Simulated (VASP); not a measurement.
# CaO: single point with PBEsol+D4

CaO:

```
Ca O
1.0
     0.00000    2.37529    2.37529
     2.37529    0.00000    2.37529
     2.37529    2.37529    0.00000
Ca O
1 1
Direct
  0.00000 0.00000 0.00000
  0.50000 0.50000 0.50000
```

```
Program                : VASP 6.6.1
Task                   : single point
Functional             : PBEsol
Dispersion             : D4
Potentials or basis    : VASP PAW PBE potentials, release 64 (Ca_sv, O)
Cutoff                 : 520 eV
k mesh                 : 10 × 10 × 10
Occupations            : fermi-dirac, width 0.05 eV
Spin                   : no spin polarisation
Dipole correction      : no
Further INCAR settings : ALGO = Normal; EDIFF = 1e-06; NBANDS = 15
```

* Pressure: 0.6 GPa
* Band gap on the k mesh: 3.51 eV, indirect (least direct gap 3.88 eV)
* Dispersion energy per atom: -0.098 eV

Levels at points of the mesh, in eV from the valence-band top:
```tsv
k point	band 5	band 6	band 7	band 8	band 9	band 10	band 11	band 12
(0.00, 0.00, 0.00)	-15.51	0.00	0.00	0.00	4.85	6.27	6.27	6.27
(0.50, 0.00, 0.00)	-14.12	-2.78	-1.29	-1.29	7.18	8.57	8.57	8.60
(0.50, 0.50, 0.00)	-15.27	-1.30	-0.37	-0.37	3.51	8.31	9.12	9.83
```

It took 19 s on 1 thread of AMD EPYC 7R13 Processor (Zen 3) (shared host), peak memory 0.14 GiB.

Caveat: the PAW data sets were made with another functional, which shifts forces and pressure a little. As with any semilocal functional, this PBEsol gap is likely too small.
